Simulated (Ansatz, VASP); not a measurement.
**Cs in VASP and in Ansatz**

The input INCAR:

```
AGGAC = 1.0 ; AGGAX = 1.0
ALDAC = 0.0 ; ALDAX = 1.0
ALGO = Normal ; EDIFF = 1E-6
EDIFFG = -0.01 ; ENCUT = 600
GGA = B5 ; IBRION = 2
ISIF = 3 ; ISMEAR = -1
LASPH = True ; LCHARG = False
LREAL = False ; LWAVE = False
NELM = 60 ; NSW = 80
PREC = Accurate ; SIGMA = 0.1
```

Contents of KPOINTS:

```
k-points
0
Gamma
  3 3 3
```

The input POSCAR:

```
Cs
1.0
    9.5958393591      0.0000000000      0.0000000000
    0.0000000000      9.5958393591      0.0000000000
    0.0000000000      0.0000000000      9.5958393591
Cs
8
Direct
    0.0000000000      0.0000000000      0.0000000000
    0.5000000000      0.5000000000      0.5000000000
    0.2500000000      0.0000000000      0.5000000000
    0.7500000000      0.0000000000      0.5000000000
    0.5000000000      0.2500000000      0.0000000000
    0.5000000000      0.7500000000      0.0000000000
    0.0000000000      0.5000000000      0.2500000000
    0.0000000000      0.5000000000      0.7500000000
```

Input for Ansatz:

```yaml
crystal:
  lattice:
    - [9.5958393591, 0.0, 0.0]
    - [0.0, 9.5958393591, 0.0]
    - [0.0, 0.0, 9.5958393591]
  atoms:
    - { symbol: Cs, position: [0.0, 0.0, 0.0] }
    - { symbol: Cs, position: [0.5, 0.5, 0.5] }
    - { symbol: Cs, position: [0.25, 0.0, 0.5] }
    - { symbol: Cs, position: [0.75, 0.0, 0.5] }
    - { symbol: Cs, position: [0.5, 0.25, 0.0] }
    - { symbol: Cs, position: [0.5, 0.75, 0.0] }
    - { symbol: Cs, position: [0.0, 0.5, 0.25] }
    - { symbol: Cs, position: [0.0, 0.5, 0.75] }
hamiltonian:
  xc: blyp
  pseudopotentials:
    kind: paw
    azcp:
      Cs: "pseudopotentials/Cs.paw.azcp"
basis:
  ecutwfc: 420
  fft_grid_basis: typed
kpoints:
  mp_grid: { grid: [3, 3, 3], shift: [0, 0, 0] }
magnetization:
  spin_polarized: false
scf:
  occupations: { method: fermi_dirac, width: 0.1 }
relax:
  max_steps: 60
  f_tol: 0.01
  cell: {}
output:
  write_density: true
  write_potential: true
  elf: true
  volumetric_format: npy
```

Alike in both runs: task relaxation of cell and atoms; functional BLYP; k mesh 3 × 3 × 3; occupations fermi-dirac, width 0.1 eV; no spin polarisation.

```csv
,VASP,Ansatz
version,VASP 6.6.1,Ansatz 0.2.0
potentials or method,"VASP PAW PBE potentials, release 64 (Cs_sv), cutoff 600 eV","plane waves (420 eV) with PAW, scalar-relativistic"
valence electrons in the cell,72,72
```

|  | VASP | Ansatz | Ansatz less VASP |
| --- | --- | --- | --- |
| relaxed volume (Å³/atom) | 126.51 | 126.74 | +0.223 |
| relaxed length of the cell vector where the two differ most in proportion (Å) | 10.040 | 10.046 | +0.0059 |

VASP's potentials were made for PBE, not for BLYP.

Spin-orbit coupling is off throughout.
